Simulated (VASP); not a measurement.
# Sb (R-3m) in VASP: notebook, part 3 of 3

VASP 6.6.1. The steps go on from the part before.

## 6. Single point, LDA, non-collinear spin, zero start, spin-orbit coupling

File INCAR:

```
SYSTEM = Sb
ALGO     = Normal         ! electronic algorithm
EDIFF    = 1E-6           ! SCF threshold, eV
ENCUT    = 500            ! plane-wave cutoff, eV
GGA      = CA             ! functional
GGA_COMPAT= .FALSE.      
ISIF     = 2              ! what is computed and relaxed
ISMEAR   = -1             ! smearing method
LASPH    = .TRUE.         ! aspherical terms in the spheres
LCHARG   = .TRUE.         ! write CHGCAR
LORBIT   = 11             ! projections on sites
LORBMOM  = .TRUE.       
LREAL    = .FALSE.        ! projectors in reciprocal space
LSORBIT  = .TRUE.         ! spin-orbit coupling
LVHAR    = .TRUE.       
LWAVE    = .FALSE.        ! write WAVECAR
MAGMOM   = 0 0 0 0 0 0    ! initial moments
NBANDS   = 42             ! bands
NELM     = 200            ! most SCF steps
PREC     = Accurate       ! precision mode
SIGMA    = 0.05           ! smearing width, eV
```

File KPOINTS:

```
k-points
0
G
  6 6 6
  0 0 0
```

File POSCAR:

```
Sb
1.0
    2.1542000000      1.2437279499      3.7580000000
   -2.1542000000      1.2437279499      3.7580000000
    0.0000000000     -2.4874558998      3.7580000000
Sb
2
Direct
    0.7665100000      0.7665100000      0.7665100000
    0.2334900000      0.2334900000      0.2334900000
```

Potentials or basis: VASP PAW LDA potentials, release 64 (Sb_d_GW).

Command:

```bash
> cat potpaw_LDA.64/Sb_d_GW/POTCAR > POTCAR
> mpirun -np 1 vasp_ncl > vasp.out
```

OUTCAR:

```text
SYSTEM = Sb
   EDIFF = 1E-6
   ENCUT = 500
   GGA = CA
   ISIF = 2
   ISMEAR = -1
   LASPH = .TRUE.
   LORBIT = 11
   LREAL = .FALSE.
   LSORBIT = .TRUE.
   NELM = 200
   PREC = Accurate

 ion  position               nearest neighbor table
   1  0.767  0.767  0.767-   2 2.91   2 2.91   2 2.91   2 3.35   2 3.35   2 3.35
   2  0.233  0.233  0.233-   1 2.91   1 2.91   1 2.91   1 3.35   1 3.35   1 3.35

  LATTYP: Found a trigonal (rhomboedric) cell.
 ALAT       =     4.5066618304
 COS(alpha) =     0.5430253624

  Lattice vectors:

 A1 = (   2.1542000000,   1.2437279499,   3.7580000000)
 A2 = (  -2.1542000000,   1.2437279499,   3.7580000000)
 A3 = (   0.0000000000,  -2.4874558998,   3.7580000000)

Analysis of symmetry for initial positions (statically):
=====================================================================
 Subroutine PRICEL returns:
 Original cell was already a primitive cell.

 Routine SETGRP: Setting up the symmetry group for a
 trigonal (rhombohedral) supercell.

 Subroutine GETGRP returns: Found 12 space group operations
 (whereof 12 operations were pure point group operations)
 out of a pool of 12 trial point group operations.

The static configuration has the point symmetry D_3d.

Analysis of symmetry for dynamics (positions and initial velocities):
=====================================================================
 Subroutine PRICEL returns:
 Original cell was already a primitive cell.

 Routine SETGRP: Setting up the symmetry group for a
 trigonal (rhombohedral) supercell.

 Subroutine GETGRP returns: Found 12 space group operations
 (whereof 12 operations were pure point group operations)
 out of a pool of 12 trial point group operations.

The dynamic configuration has the point symmetry D_3d.

[... 1299 lines left out ...]
  1         0.000   0.000   0.000   0.000
  2        -0.000   0.000   0.000   0.000
 ------------------------------------------------
           -0.000   0.000   0.000   0.000

 orbital moment (z)

 # of ion     p       d       f       tot
 ------------------------------------------------
  1         0.000   0.000   0.000   0.000
  2         0.000   0.000   0.000   0.000
 ------------------------------------------------
            0.000   0.000   0.000   0.000

 Spin-Orbit-Coupling matrix elements

 Ion:    1  E_soc:     -0.2560108
 l=   1
     0.0000000    -0.0284530    -0.0278935
    -0.0284530     0.0000000    -0.0284530
    -0.0278935    -0.0284530     0.0000000
 l=   2
     0.0000000    -0.0028758     0.0000000    -0.0028758    -0.0115323
    -0.0028758     0.0000000    -0.0086514    -0.0028678    -0.0028758
     0.0000000    -0.0086514     0.0000000    -0.0086514     0.0000000
    -0.0028758    -0.0028678    -0.0086514     0.0000000    -0.0028758
    -0.0115323    -0.0028758     0.0000000    -0.0028758     0.0000000
 l=   3
     0.0000000     0.0000000     0.0000000     0.0000000     0.0000000     0.0000000     0.0000000
     0.0000000     0.0000000     0.0000000     0.0000000     0.0000000     0.0000000     0.0000000
     0.0000000     0.0000000     0.0000000     0.0000000    -0.0000000     0.0000000     0.0000000
     0.0000000     0.0000000     0.0000000     0.0000000     0.0000000     0.0000000     0.0000000
     0.0000000     0.0000000    -0.0000000     0.0000000     0.0000000     0.0000000     0.0000000
     0.0000000     0.0000000     0.0000000     0.0000000     0.0000000     0.0000000     0.0000000
     0.0000000     0.0000000     0.0000000     0.0000000     0.0000000     0.0000000     0.0000000

 Ion:    2  E_soc:     -0.2560108
 l=   1
     0.0000000    -0.0284530    -0.0278935
    -0.0284530     0.0000000    -0.0284530
    -0.0278935    -0.0284530     0.0000000
 l=   2
     0.0000000    -0.0028758     0.0000000    -0.0028758    -0.0115323
    -0.0028758     0.0000000    -0.0086514    -0.0028678    -0.0028758
     0.0000000    -0.0086514     0.0000000    -0.0086514     0.0000000
    -0.0028758    -0.0028678    -0.0086514     0.0000000    -0.0028758
    -0.0115323    -0.0028758     0.0000000    -0.0028758     0.0000000
 l=   3
     0.0000000     0.0000000     0.0000000     0.0000000     0.0000000     0.0000000     0.0000000
     0.0000000     0.0000000     0.0000000     0.0000000     0.0000000     0.0000000     0.0000000
     0.0000000     0.0000000     0.0000000     0.0000000    -0.0000000     0.0000000     0.0000000
     0.0000000     0.0000000     0.0000000     0.0000000     0.0000000     0.0000000     0.0000000
     0.0000000     0.0000000    -0.0000000     0.0000000     0.0000000     0.0000000     0.0000000
     0.0000000     0.0000000     0.0000000     0.0000000     0.0000000     0.0000000     0.0000000
     0.0000000     0.0000000     0.0000000     0.0000000     0.0000000     0.0000000     0.0000000

 total charge

# of ion       s       p       d       f       tot
--------------------------------------------------
    1        1.351   1.368   9.998   0.008  12.726
    2        1.351   1.368   9.998   0.008  12.726
--------------------------------------------------
tot          2.702   2.735  19.997   0.017  25.452

 magnetization (x)

# of ion       s       p       d       f       tot
--------------------------------------------------
    1       -0.000  -0.000   0.000   0.000  -0.000
    2       -0.000  -0.000   0.000   0.000  -0.000
--------------------------------------------------
tot         -0.000  -0.000   0.000   0.000  -0.000

 magnetization (y)

# of ion       s       p       d       f       tot
--------------------------------------------------
    1        0.000   0.000   0.000   0.000   0.000
    2        0.000   0.000   0.000   0.000   0.000
--------------------------------------------------
tot          0.000   0.000   0.000   0.000   0.000

 magnetization (z)

# of ion       s       p       d       f       tot
--------------------------------------------------
    1        0.000   0.000   0.000   0.000   0.000
    2        0.000   0.000   0.000   0.000   0.000
--------------------------------------------------
tot          0.000   0.000   0.000   0.000   0.000
```

OSZICAR:

```text
N       E                     dE             d eps       ncg     rms          rms(c)
DAV:   1     0.321789920784E+03    0.32179E+03   -0.75533E+03  4062   0.141E+04
DAV:   2     0.116864931078E+03   -0.20492E+03   -0.19191E+03  4484   0.225E+03
DAV:   3     0.863480225374E+01   -0.10823E+03   -0.10633E+03  5310   0.481E+02
DAV:   4    -0.751874336821E+01   -0.16154E+02   -0.16013E+02  5316   0.198E+02
DAV:   5    -0.970483155703E+01   -0.21861E+01   -0.21812E+01  5352   0.126E+02    0.318E+00
DAV:   6    -0.989394506861E+01   -0.18911E+00   -0.20970E+00  5320   0.506E+01    0.244E+00
DAV:   7    -0.990409684470E+01   -0.10152E-01   -0.19530E-01  5344   0.162E+01    0.665E-01
DAV:   8    -0.990566202502E+01   -0.15652E-02   -0.17409E-02  5336   0.503E+00    0.224E-01
DAV:   9    -0.990579661565E+01   -0.13459E-03   -0.13505E-03  5328   0.152E+00    0.138E-01
DAV:  10    -0.990581253725E+01   -0.15922E-04   -0.15076E-04  5336   0.526E-01    0.112E-02
DAV:  11    -0.990581269911E+01   -0.16186E-06   -0.10836E-05  4432   0.139E-01    0.474E-03
DAV:  12    -0.990581268764E+01    0.11470E-07   -0.74136E-07  2520   0.511E-02
   1 F= -.99058127E+01 E0= -.99046000E+01  d E =-.242541E-02  mag=     0.0000    -0.0000    -0.0000
```

Wall time 3.3 min (1 thread of Intel Xeon Platinum 8259CL at 2.50GHz (Skylake/Cascade Lake), shared host); peak memory 0.36 GiB.

Results:

| Item | Value |
| --- | --- |
| Free energy | -9.9058 eV |
| Pressure | -1.0 GPa |
| Largest force | 0.063 eV/Å |
| Net moment | 0.00 μB per cell |
| Valence electrons inside the program's atomic spheres | Sb 12.73 |

Forces on the atoms (eV/Å):
```
Sb   0.000  0.000  0.063
Sb   0.000  0.000 -0.063
```

Moments on the atoms (μB; x, y, z):
```
Sb  0.00 0.00 0.00
Sb  0.00 0.00 0.00
```

## 7. Summary

```tsv
level	potentials or basis	spin	cell	k mesh	cutoff (eV)	grid for exact exchange (PRECFOCK)	share of exact exchange	gap on the mesh (eV)	pressure (GPa)	largest force (eV/Å)
BHLYP	VASP PAW PBE potentials, release 64 (Sb)	off	a = 4.507 Å, angles 57.1°, 2 atoms	4 × 4 × 4	520	Normal	0.5	1.61	-0.8	1.18
BHLYP	VASP PAW PBE potentials, release 64 (Sb)	off	a = 4.537 Å, angles 57.1°, 2 atoms	4 × 4 × 4	520	Normal	0.5	1.63	-1.9	1.27
BHLYP	VASP PAW PBE potentials, release 64 (Sb)	off	a = 4.566 Å, angles 57.1°, 2 atoms	4 × 4 × 4	520	Normal	0.5	1.65	-2.9	1.35
BHLYP	VASP PAW PBE potentials, release 64 (Sb)	off	a = 4.595 Å, angles 57.1°, 2 atoms	4 × 4 × 4	520	Normal	0.5	1.66	-3.8	1.42
LDA	VASP PAW LDA potentials, release 64 (Sb_d_GW)	non-collinear, zero start, SOC	a = 4.507 Å, angles 57.1°, 2 atoms	6 × 6 × 6	500	-	-	-	-1.0	0.06
```

Alike in all rows: task single point; smearing fermi-dirac 0.05 eV.

Caveats: some runs use coarse meshes; the PAW data sets were made with another functional, which shifts forces and pressure a little (at least some runs); spin-orbit coupling is left out, which moves the levels of the heavy elements (at least some runs).

Total energies depend on the potentials used, so only differences within one code and one set of settings carry meaning.
